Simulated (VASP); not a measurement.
# KBr (Fm-3m) in VASP: notebook, part 2 of 2

VASP 6.6.1.

**5. Single point, PBEsol**

File INCAR:

```
SYSTEM = KBr
  PREC = Accurate
  ENCUT = 500
  EDIFF = 1E-6
  ISMEAR = 1
  SIGMA = 0.001
  LREAL = .FALSE.
  LASPH = .TRUE.
  NELM = 120
  ALGO = Normal
  ISIF = 2
  LWAVE = .FALSE.
  LCHARG = .FALSE.
  GGA = PS
  NBANDS = 15
  GGA_COMPAT = .FALSE.
```

File KPOINTS:

```
regular mesh
0
G
  4 4 4
  0 0 0
```

File POSCAR:

```
KBr
1.0
    0.0000000000      3.3024386828      3.3024386828
    3.3024386828      0.0000000000      3.3024386828
    3.3024386828      3.3024386828      0.0000000000
K Br
1 1
Direct
    0.0000000000      0.0000000000      0.0000000000
    0.5000000000      0.5000000000      0.5000000000
```

Potentials or basis: VASP PAW PBE potentials, release 64 (K_sv, Br).

The run is started by

```console
$ cat potpaw_PBE.64/K_sv/POTCAR potpaw_PBE.64/Br/POTCAR > POTCAR
$ mpirun -np 1 vasp_std > vasp.out
```

OUTCAR:

```text
SYSTEM = KBr
   PREC = Accurate
   ENCUT = 500
   EDIFF = 1E-6
   ISMEAR = 1
   LREAL = .FALSE.
   LASPH = .TRUE.
   NELM = 120
   ISIF = 2
   GGA = PS

 ion  position               nearest neighbor table
   1  0.000  0.000  0.000-
   2  0.500  0.500  0.500-

  LATTYP: Found a face centered cubic cell.
 ALAT       =     6.6048773656

  Lattice vectors:

 A1 = (   0.0000000000,   3.3024386828,   3.3024386828)
 A2 = (   3.3024386828,   0.0000000000,   3.3024386828)
 A3 = (   3.3024386828,   3.3024386828,   0.0000000000)

Analysis of symmetry for initial positions (statically):
=====================================================================
 Subroutine PRICEL returns:
 Original cell was already a primitive cell.

 Routine SETGRP: Setting up the symmetry group for a
 face centered cubic supercell.

 Subroutine GETGRP returns: Found 48 space group operations
 (whereof 48 operations were pure point group operations)
 out of a pool of 48 trial point group operations.

The static configuration has the point symmetry O_h .

Analysis of symmetry for dynamics (positions and initial velocities):
=====================================================================
 Subroutine PRICEL returns:
 Original cell was already a primitive cell.

 Routine SETGRP: Setting up the symmetry group for a
 face centered cubic supercell.

 Subroutine GETGRP returns: Found 48 space group operations
 (whereof 48 operations were pure point group operations)
 out of a pool of 48 trial point group operations.

The dynamic configuration has the point symmetry O_h .

 Subroutine INISYM returns: Found 48 space group operations
 (whereof 48 operations are pure point group operations),
 and found     1 'primitive' translations

----------------------------------------------------------------------------------------

[... 101 lines left out ...]
   LHFCALC =     F    Hartree Fock is set to
   AEXX    =    0.0000 exact exchange contribution
   IVDW    =     0    specifies the selected vdW correction
   LEPSILON=     F    determine dielectric tensor
   LRPA    =     F    only Hartree local field effects (RPA)
 non-spin polarized calculation
 Methfessel and Paxton  Order N= 1 SIGMA  =   0.00
  energy-cutoff  :      500.00
  volume of cell :       72.03
 maximum number of plane-waves:      1850
 NGX is ok and might be reduce to    36
   NGX = 17   NGY = 17   NGZ = 17

 number of electron      15.9999997 magnetization

 Free energy of the ion-electron system (eV)
  ---------------------------------------------------
  ext. energy  EPLUGINS =         0.00000000
  ---------------------------------------------------
  free energy    TOTEN  =        -6.45796219 eV

  energy without entropy =       -6.45796219  energy(sigma->0) =       -6.45796219

 E-fermi :  -1.7623     XC(G=0):  -7.5358

 val. band max:       -1.8343312197   @ k =   0.0000   0.0000   0.0000
 cond. band min:       2.4387489078   @ k =   0.0000   0.0000   0.0000
 fundamental gap:      4.2730801275
 Fermi energy:        -1.7622668938

 k-point     1 :       0.0000    0.0000    0.0000
  band No.  band energies     occupation
      1     -29.4525      2.00000
      2     -14.1377      2.00000
      3     -12.9947      2.00000
      4     -12.9947      2.00000
      5     -12.9947      2.00000
      6      -1.8343      2.00000
      7      -1.8343      2.00000
      8      -1.8343      2.00000
      9       2.4387      0.00000
     10       5.6939      0.00000
     11       5.6939      0.00000
     12       5.6939      0.00000
     13       6.5304      0.00000
     14       6.5304      0.00000
[... 113 lines left out ...]
      2     -14.1276      2.00000
      3     -13.0599      2.00000
      4     -13.0599      2.00000
      5     -12.9070      2.00000
      6      -2.4342      2.00000
      7      -2.4342      2.00000
      8      -2.3813      2.00000
      9       5.4372      0.00000
     10       5.4372      0.00000
     11       6.3281      0.00000
     12       7.0733      0.00000
     13       8.7785      0.00000
     14       8.9609      0.00000
     15       9.1507      0.00000

------------------------ aborting loop because EDIFF is reached ----------------------------------------

  FORCE on cell =-STRESS in cart. coord.  units (eV):
  Direction    XX          YY          ZZ          XY          YZ          ZX
  --------------------------------------------------------------------------------------
  -------------------------------------------------------------------------------------
  Total       -0.1391637     -0.1391637     -0.1391637     -0.0000000     -0.0000000      0.0000000
  in kB       -3.0952960     -3.0952960     -3.0952960     -0.0000000     -0.0000000      0.0000000
  external PRESSURE =      -3.0952960 kB  Pullay stress =       0.0000000 kB

 VOLUME and BASIS-vectors are now :
 -----------------------------------------------------------------------------
  energy-cutoff  :      500.00
  volume of cell :       72.03
      direct lattice vectors                 reciprocal lattice vectors
     0.000000000  3.302438683  3.302438683    -0.151403265  0.151403265  0.151403265
     3.302438683  0.000000000  3.302438683     0.151403265 -0.151403265  0.151403265
     3.302438683  3.302438683  0.000000000     0.151403265  0.151403265 -0.151403265

 POSITION                                       TOTAL-FORCE (eV/Angst)
 -----------------------------------------------------------------------------------
      0.00000      0.00000      0.00000         0.000000     -0.000000     -0.000000
      3.30244      3.30244      3.30244        -0.000000      0.000000      0.000000
 -----------------------------------------------------------------------------------
    total drift:                                0.000000      0.000000      0.000000

  FREE ENERGIE OF THE ION-ELECTRON SYSTEM (eV)
  ---------------------------------------------------
  free  energy   TOTEN  =        -6.4579621865 eV

  energy  without entropy=       -6.4579621865  energy(sigma->0) =       -6.45796219
```

OSZICAR:

```text
N       E                     dE             d eps       ncg     rms          rms(c)
DAV:   1     0.954974750617E+02    0.95497E+02   -0.68419E+03   240   0.918E+02
DAV:   2    -0.914435255777E+00   -0.96412E+02   -0.88423E+02   303   0.220E+02
DAV:   3    -0.642646106386E+01   -0.55120E+01   -0.54912E+01   338   0.476E+01
DAV:   4    -0.662303169259E+01   -0.19657E+00   -0.19655E+00   346   0.825E+00
DAV:   5    -0.662437082385E+01   -0.13391E-02   -0.13391E-02   338   0.804E-01    0.303E+00
DAV:   6    -0.646280657078E+01    0.16156E+00   -0.20069E-01   275   0.224E+00    0.225E+00
DAV:   7    -0.644990551448E+01    0.12901E-01   -0.87775E-02   324   0.163E+00    0.109E+00
DAV:   8    -0.645721372041E+01   -0.73082E-02   -0.10218E-02   263   0.747E-01    0.149E-01
DAV:   9    -0.645757538537E+01   -0.36166E-03   -0.38762E-04   331   0.113E-01    0.795E-02
DAV:  10    -0.645795545526E+01   -0.38007E-03   -0.43240E-04   240   0.112E-01    0.229E-02
DAV:  11    -0.645795955079E+01   -0.40955E-05   -0.14669E-05   356   0.196E-02    0.562E-03
DAV:  12    -0.645796207266E+01   -0.25219E-05   -0.28783E-06   239   0.109E-02    0.737E-03
DAV:  13    -0.645796218647E+01   -0.11380E-06   -0.44255E-07   232   0.346E-03
   1 F= -.64579622E+01 E0= -.64579622E+01  d E =0.000000E+00
```

Run time: 12 s. Hardware: 1 thread of AMD EPYC 7R43 (Zen 3), shared host; peak memory 0.16 GiB.

Results:

* Free energy: -6.4580 eV
* Pressure: -0.3 GPa
* Band gap on the k mesh: 4.27 eV

Levels at points of the mesh, in eV from the valence-band top:
```csv
k point,band 5,band 6,band 7,band 8,band 9,band 10,band 11,band 12
"(0.00, 0.00, 0.00)",-11.16,0.00,0.00,0.00,4.27,7.53,7.53,7.53
"(0.50, 0.00, 0.00)",-10.93,-1.20,-0.34,-0.34,6.43,8.12,9.72,9.72
"(0.50, 0.50, 0.00)",-11.20,-0.83,-0.29,-0.29,5.75,7.08,9.33,9.34
```

Caveat: the PAW data sets were made with another functional, which shifts forces and pressure a little. A hybrid or GW would open this gap; PBEsol tends to underestimate it.

**6. Single point, PBEsol**

File INCAR:

```
PREC = Accurate
ENCUT = 500
EDIFF = 1E-6
ISMEAR = 1
SIGMA = 0.2
LREAL = F
LASPH = T
NELM = 120
ALGO = Normal
ISIF = 2
LWAVE = F
LCHARG = F
GGA = PS
NBANDS = 15
GGA_COMPAT = F
```

File KPOINTS:

```
Automatic mesh
0
Gamma
  4 4 4
```

POSCAR is that of step 5.

Potentials or basis: VASP PAW PBE potentials, release 64 (K_sv, Br).

The run is started by

```console
$ cat potpaw_PBE.64/K_sv/POTCAR potpaw_PBE.64/Br/POTCAR > POTCAR
$ mpirun -np 1 vasp_std > vasp.out
```

It took 12 s on 1 thread of AMD EPYC 7R43 (Zen 3), shared host; peak memory 0.16 GiB.

Results (log left out):

- Free energy: -6.4527 eV
- Pressure: -0.4 GPa
- Band gap on the k mesh: 4.28 eV

Levels at points of the mesh, in eV from the valence-band top:
```tsv
k point	band 5	band 6	band 7	band 8	band 9	band 10	band 11	band 12
(0.00, 0.00, 0.00)	-11.15	0.00	0.00	0.00	4.28	7.53	7.53	7.53
(0.50, 0.00, 0.00)	-10.92	-1.20	-0.34	-0.34	6.44	8.12	9.72	9.72
(0.50, 0.50, 0.00)	-11.19	-0.83	-0.29	-0.29	5.75	7.09	9.33	9.34
```

Caveat: the PAW data sets were made with another functional, which shifts forces and pressure a little. A hybrid or GW would open this gap; PBEsol tends to underestimate it.

**7. Overview**

| smearing | gap on the mesh (eV) | pressure (GPa) |
| --- | --- | --- |
| fermi-dirac 0.001 eV | 4.27 | -0.3 |
| methfessel-paxton 0.5 eV | 4.28 | -0.4 |
| fermi-dirac 0.05 eV | 4.27 | -0.3 |
| methfessel-paxton 0.001 eV | 4.27 | -0.3 |
| methfessel-paxton 0.2 eV | 4.28 | -0.4 |

Alike in all rows: task single point; level PBEsol; potentials or basis VASP PAW PBE potentials, release 64 (K_sv, Br); no spin polarisation; cell as given; k mesh 4 × 4 × 4; cutoff (eV) 500.

Caveats: the PAW data sets were made with another functional, which shifts forces and pressure a little.

Total energies depend on the potentials used, so only differences within one code and one set of settings carry meaning.
